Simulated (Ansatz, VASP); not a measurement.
**CdS: VASP beside Ansatz**

INCAR

```
SYSTEM = CdS
  PREC = Accurate
  ENCUT = 600
  EDIFF = 1E-6
  ISMEAR = -1
  SIGMA = 0.1
  LREAL = .FALSE.
  LASPH = .TRUE.
  NELM = 100
  ALGO = Normal
  ISIF = 3
  LWAVE = .FALSE.
  LCHARG = .FALSE.
  GGA = PS
  IBRION = 2
  NSW = 100
  EDIFFG = -0.002
```

KPOINTS

```
regular mesh
0
G
  10 10 6
  0 0 0
```

POSCAR

```
CdS
1.0
    4.1500000000      0.0000000000      0.0000000000
   -2.0750000000      3.5940054257      0.0000000000
    0.0000000000      0.0000000000      6.7370000000
Cd S
2 2
Direct
    0.3333333333      0.6666666667      0.0000000000
    0.6666666667      0.3333333333      0.5000000000
    0.3333333333      0.6666666667      0.3750000000
    0.6666666667      0.3333333333      0.8750000000
```

Input for Ansatz:

```yaml
crystal:
  lattice:
    - [4.15, 0.0, 0.0]
    - [-2.075, 3.5940054257, 0.0]
    - [0.0, 0.0, 6.737]
  atoms:
    - { symbol: Cd, position: [0.333333333333, 0.666666666667, 0.0] }
    - { symbol: Cd, position: [0.666666666667, 0.333333333333, 0.5] }
    - { symbol: S, position: [0.333333333333, 0.666666666667, 0.375] }
    - { symbol: S, position: [0.666666666667, 0.333333333333, 0.875] }
kpoints:
  mp_grid: { grid: [10, 10, 6] }
scf:
  occupations: { method: fermi_dirac, width: 0.1 }
hamiltonian:
  xc: pbesol
  pseudopotentials: { kind: paw }
relax:
  f_tol: 0.002
  max_steps: 80
  cell: {}
output:
  forces: true
  stress: true
  write_density: true
  write_potential: true
  elf: true
  volumetric_format: npy
```

Alike in both runs: task relaxation of cell and atoms; functional PBEsol; k mesh 10 × 10 × 6; occupations fermi-dirac, width 0.1 eV; no spin polarisation.

|  | VASP | Ansatz |
| --- | --- | --- |
| version | VASP 6.6.1 | Ansatz 0.2.0 |
| potentials or method | VASP PAW PBE potentials, release 64 (Cd, S) | PAW with Ansatz's default frozen-core files, scalar-relativistic |
| plane-wave cutoff (eV) | 600 | 420 |
| valence electrons in the cell | 36 | 52 |

|  | VASP | Ansatz | Ansatz less VASP |
| --- | --- | --- | --- |
| relaxed volume (Å³/atom) | 24.86 | 24.70 | -0.152 |
| relaxed cell length with the largest relative difference (Å) | 6.726 | 6.710 | -0.0162 |

VASP's potentials were made for PBE, not for PBEsol. VASP's potentials hold 36 valence electrons a cell and Ansatz's 52, so a difference there can come from the potentials and not from the codes.
